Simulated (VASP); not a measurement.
# K (R-3m) in VASP: a series of runs, part 2 of 2

VASP 6.6.1. The steps go on from the part before.

### Step 4. Single point, PBE

This run uses another cell than the first one, of the same volume but with other edges.

File INCAR:

```
SYSTEM = K
ALGO = Fast ; EDIFF = 1E-6
ENCUT = 520 ; GGA = PE
ISIF = 2 ; ISMEAR = 0
LASPH = .TRUE. ; LCHARG = .FALSE.
LREAL = .FALSE. ; LWAVE = .FALSE.
NBANDS = 10 ; NELM = 100
PREC = Accurate ; SIGMA = 0.15
```

File KPOINTS:

```
k-points
0
G
  14 14 14
  0 0 0
```

File POSCAR:

```
K
1.0
   -2.9019235440      2.6255498732      2.6255498732
    2.6255498732     -2.9019235440      2.6255498732
    2.6255498732      2.6255498732     -2.9019235440
K
1
Direct
    0.0000000000      0.0000000000      0.0000000000
```

The run is started by

```console
$ cat potpaw_PBE.64/K_sv/POTCAR > POTCAR
$ mpirun -np 1 vasp_std > vasp.out
```

Wall time 3.2 min (1 thread of Intel Xeon Platinum 8175M at 2.50GHz (Skylake/Cascade Lake), shared host); peak memory 0.34 GiB.

Results (log left out):

| Property | Result |
| --- | --- |
| Free energy | -1.0252 eV |
| Pressure | 0.1 GPa |

Stress tensor (GPa, compression positive):
```
0.14 0.39 0.39
0.39 0.14 0.39
0.39 0.39 0.14
```

Levels at points of the mesh, in eV from the Fermi level:
```tsv
k point	band 1	band 2	band 3	band 4	band 5	band 6	band 7	band 8
(0.00, 0.00, 0.00)	-32.17	-15.62	-15.62	-15.61	-2.20	3.83	4.20	4.20
(0.50, 0.00, 0.00)	-32.16	-15.75	-15.64	-15.61	0.70	1.03	3.14	4.57
(0.50, 0.50, 0.00)	-32.17	-15.67	-15.63	-15.61	0.20	0.42	3.02	5.37
(0.50, 0.50, 0.50)	-32.16	-15.74	-15.65	-15.65	1.68	1.68	3.60	3.60
```

### Step 5. Single point, PBE

This run uses another cell than the first one, of the same volume but with other edges.

File INCAR:

```
SYSTEM = K
PREC = Accurate ; ENCUT = 520
EDIFF = 1E-6 ; ISMEAR = 0
SIGMA = 0.15 ; LREAL = .False.
LASPH = .True. ; NELM = 80
ALGO = Fast ; ISIF = 2
LWAVE = .False. ; LCHARG = .False.
GGA = PE ; NBANDS = 10
```

File KPOINTS:

```
regular mesh
0
Gamma
  14 14 14
  0 0 0
```

File POSCAR:

```
K
1.0
   -2.2993901687      2.6278744785      2.6278744785
    2.6278744785     -2.2993901687      2.6278744785
    2.6278744785      2.6278744785     -2.2993901687
K
1
Direct
    0.0000000000      0.0000000000      0.0000000000
```

The run is started by

```console
$ cat potpaw_PBE.64/K_sv/POTCAR > POTCAR
$ mpirun -np 1 vasp_std > vasp.out
```

Wall time 3.4 min (1 thread of Intel Xeon Platinum 8175M at 2.50GHz (Skylake/Cascade Lake), shared host); peak memory 0.34 GiB.

It converged, with:

* Free energy: -1.0287 eV
* Pressure: 0.1 GPa

Stress tensor (GPa, compression positive):
```
 0.14 -0.23 -0.23
-0.23  0.14 -0.23
-0.23 -0.23  0.14
```

Levels at points of the mesh, in eV from the Fermi level:
| k point | band 1 | band 2 | band 3 | band 4 | band 5 | band 6 | band 7 | band 8 |
| --- | --- | --- | --- | --- | --- | --- | --- | --- |
| (0.00, 0.00, 0.00) | -32.16 | -15.61 | -15.61 | -15.61 | -2.20 | 3.80 | 3.80 | 4.87 |
| (0.50, 0.00, 0.00) | -32.16 | -15.69 | -15.61 | -15.61 | 0.21 | 0.43 | 3.22 | 5.12 |
| (0.50, 0.50, 0.00) | -32.16 | -15.70 | -15.65 | -15.60 | 0.69 | 1.04 | 2.91 | 4.82 |
| (0.50, 0.50, 0.50) | -32.15 | -15.68 | -15.68 | -15.64 | 1.69 | 1.69 | 3.62 | 3.62 |

### Step 6. Single point, PBE

File INCAR:

```
  ALGO = Fast
  EDIFF = 1E-6
  ENCUT = 520
  GGA = PE
  ISIF = 2
  ISMEAR = 0
  LASPH = T
  LCHARG = T
  LELF = T
  LREAL = F
  LVHAR = T
  LWAVE = F
  NBANDS = 10
  NELM = 60
  PREC = Accurate
  SIGMA = 0.15
```

File KPOINTS:

```
k-points
0
Gamma
  14 14 14
```

File POSCAR:

```
K
1.0
   -1.6817441141      2.7054144445      2.7054144445
    2.7054144445     -1.6817441141      2.7054144445
    2.7054144445      2.7054144445     -1.6817441141
K
1
Direct
    0.0000000000      0.0000000000      0.0000000000
```

Potentials or basis: VASP PAW PBE potentials, release 64 (K_sv).

The run is started by

```console
$ cat potpaw_PBE.64/K_sv/POTCAR > POTCAR
$ mpirun -np 1 vasp_std > vasp.out
```

OUTCAR:

```text
EDIFF = 1E-6
   ENCUT = 520
   GGA = PE
   ISIF = 2
   ISMEAR = 0
   LASPH = T
   LREAL = F
   NELM = 60
   PREC = Accurate

 ion  position               nearest neighbor table
   1  0.000  0.000  0.000-

  LATTYP: Found a trigonal (rhomboedric) cell.
 ALAT       =     4.1793298384
 COS(alpha) =    -0.1019283746

  Lattice vectors:

 A1 = (  -1.6817441141,   2.7054144445,   2.7054144445)
 A2 = (   2.7054144445,  -1.6817441141,   2.7054144445)
 A3 = (   2.7054144445,   2.7054144445,  -1.6817441141)

Analysis of symmetry for initial positions (statically):
[... 482 lines left out ...]
      3     -15.7713      2.00000
      4     -15.7480      2.00000
      5      -1.1493      2.00000
      6       1.8937      0.00000
      7       2.9942      0.00000
      8       4.7723      0.00000
      9       5.3007      0.00000
     10       5.9712      0.00000

 [... further k-points ...]
[... 5 lines left out ...]
  --------------------------------------------------------------------------------------
  -------------------------------------------------------------------------------------
  Total        0.1341474      0.1341474      0.1341474     -0.0733770     -0.0733770     -0.0733770
  in kB        2.9944969      2.9944969      2.9944969     -1.6379530     -1.6379530     -1.6379530
  external PRESSURE =       2.9944969 kB  Pullay stress =       0.0000000 kB

 VOLUME and BASIS-vectors are now :
 -----------------------------------------------------------------------------
  energy-cutoff  :      520.00
  volume of cell :       71.77
      direct lattice vectors                 reciprocal lattice vectors
    -1.681744114  2.705414445  2.705414445    -0.062571206  0.165366760  0.165366760
     2.705414445 -1.681744114  2.705414445     0.165366760 -0.062571206  0.165366760
     2.705414445  2.705414445 -1.681744114     0.165366760  0.165366760 -0.062571206

 POSITION                                       TOTAL-FORCE (eV/Angst)
 -----------------------------------------------------------------------------------
      0.00000      0.00000      0.00000         0.000000      0.000000      0.000000
 -----------------------------------------------------------------------------------
    total drift:                                0.000000      0.000000     -0.000000

  FREE ENERGIE OF THE ION-ELECTRON SYSTEM (eV)
  ---------------------------------------------------
  free  energy   TOTEN  =        -0.9521005976 eV

  energy  without entropy=       -0.9433728027  energy(sigma->0) =       -0.94773670
```

OSZICAR:

```text
N       E                     dE             d eps       ncg     rms          rms(c)
DAV:   1     0.467418639985E+02    0.46742E+02   -0.35910E+03  5768   0.689E+02
DAV:   2     0.748045184132E+00   -0.45994E+02   -0.45271E+02  6166   0.192E+02
DAV:   3    -0.889684013017E+00   -0.16377E+01   -0.16303E+01  8816   0.291E+01
DAV:   4    -0.952052453988E+00   -0.62368E-01   -0.62126E-01  8032   0.470E+00
DAV:   5    -0.953817371532E+00   -0.17649E-02   -0.17646E-02  8736   0.557E-01    0.204E+00
RMM:   6    -0.952618943055E+00    0.11984E-02   -0.14076E-03  7781   0.263E-01    0.130E+00
RMM:   7    -0.952002325803E+00    0.61662E-03   -0.34909E-03  8238   0.380E-01    0.882E-02
RMM:   8    -0.952074313997E+00   -0.71988E-04   -0.64962E-04  9172   0.210E-01    0.286E-02
RMM:   9    -0.952098448528E+00   -0.24135E-04   -0.10523E-04  9504   0.699E-02    0.145E-02
RMM:  10    -0.952098685223E+00   -0.23669E-06   -0.43682E-05  9552   0.430E-02    0.716E-03
RMM:  11    -0.952099758368E+00   -0.10731E-05   -0.83059E-06  9350   0.173E-02    0.616E-03
RMM:  12    -0.952100597562E+00   -0.83919E-06   -0.32957E-06  8207   0.101E-02
   1 F= -.95210060E+00 E0= -.94773670E+00  d E =-.872779E-02
```

stdout:

```text
POSCAR found type information on POSCAR K
 POSCAR found :  1 types and       1 ions
 scaLAPACK will be used
 LDA part: xc-table for (Slater+PW92), standard interpolation
 POSCAR, INCAR and KPOINTS ok, starting setup
 FFT: planning ... GRIDC
 FFT: planning ... GRID_SOFT
 FFT: planning ... GRID
 WAVECAR not read
 entering main loop
WARNING in EDDRMM: call to ZHEGV failed, returncode =   8  4      5
WARNING in EDDRMM: call to ZHEGV failed, returncode =   8  4     10
WARNING in EDDRMM: call to ZHEGV failed, returncode =   8  4      7
```

It took 2.2 min on 1 thread of Intel Xeon Platinum 8175M at 2.50GHz (Skylake/Cascade Lake), shared host; peak memory 0.32 GiB.

What came out:

```yaml
Free_energy: -0.9521 eV
Pressure: 0.3 GPa
```

Levels at points of the mesh, in eV from the Fermi level:
```
           k point  band 1  band 2  band 3  band 4  band 5  band 6  band 7  band 8  band 9
(0.00, 0.00, 0.00)  -32.30  -15.73  -15.73  -15.73   -2.21    2.99    2.99    6.04    6.28
(0.50, 0.00, 0.00)  -32.29  -15.84  -15.72  -15.72   -0.01    0.19    3.46    4.78    5.05
(0.50, 0.50, 0.00)  -32.28  -15.84  -15.81  -15.71    1.01    1.86    2.27    2.91    5.15
(0.50, 0.50, 0.50)  -32.28  -15.82  -15.82  -15.79    2.00    2.00    2.95    4.10    4.22
```

### Step 7. Single point, PBE

This run uses another cell than the first one, of the same volume but with other edges.

File INCAR:

```
SYSTEM = K
  PREC = Accurate
  ENCUT = 520
  EDIFF = 1E-6
  ISMEAR = 0
  SIGMA = 0.15
  LREAL = .FALSE.
  LASPH = .TRUE.
  NELM = 80
  ALGO = Fast
  ISIF = 2
  LWAVE = .FALSE.
  LCHARG = .FALSE.
  GGA = PE
  NBANDS = 10
```

File KPOINTS:

```
regular mesh
0
G
  14 14 14
  0 0 0
```

File POSCAR:

```
K
1.0
   -2.7446846077      2.6195198374      2.6195198374
    2.6195198374     -2.7446846077      2.6195198374
    2.6195198374      2.6195198374     -2.7446846077
K
1
Direct
    0.0000000000      0.0000000000      0.0000000000
```

The run is started by

```console
$ cat potpaw_PBE.64/K_sv/POTCAR > POTCAR
$ mpirun -np 1 vasp_std > vasp.out
```

It took 3.1 min on 1 thread of Intel Xeon Platinum 8175M at 2.50GHz (Skylake/Cascade Lake), shared host; peak memory 0.34 GiB.

Results (log left out):

| Quantity | Value |
| --- | --- |
| Free energy | -1.0464 eV |
| Pressure | 0.1 GPa |

Stress tensor (GPa, compression positive):
```
0.11 0.15 0.15
0.15 0.11 0.15
0.15 0.15 0.11
```

Levels at points of the mesh, in eV from the Fermi level:
```
           k point  band 1  band 2  band 3  band 4  band 5  band 6  band 7  band 8
(0.00, 0.00, 0.00)  -32.13  -15.58  -15.58  -15.58   -2.20    4.10    4.34    4.34
(0.50, 0.00, 0.00)  -32.13  -15.67  -15.61  -15.58    0.55    0.83    3.16    4.77
(0.50, 0.50, 0.00)  -32.13  -15.65  -15.60  -15.58    0.33    0.57    3.14    5.09
(0.50, 0.50, 0.50)  -32.12  -15.66  -15.62  -15.62    1.66    1.66    3.55    3.55
```

### Step 8. Overview

```tsv
cell	gap on the mesh (eV)	pressure (GPa)
a = 4.260 Å, angles 101.6°, 1 atom	none	0.2
a = 5.182 Å, angles 115.8°, 1 atom	none	0.8
a = 4.713 Å, angles 112.1°, 1 atom	none	0.1
a = 4.370 Å, angles 105.7°, 1 atom	none	0.1
a = 4.179 Å, angles 95.9°, 1 atom	none	0.3
a = 4.611 Å, angles 110.7°, 1 atom	none	0.1
```

Alike in all rows: task single point; level PBE; potentials or basis VASP PAW PBE potentials, release 64 (K_sv); no spin polarisation; k mesh 14 × 14 × 14; cutoff (eV) 520; smearing gaussian 0.15 eV.

Total energies depend on the potentials used, so only differences within one code and one set of settings carry meaning.
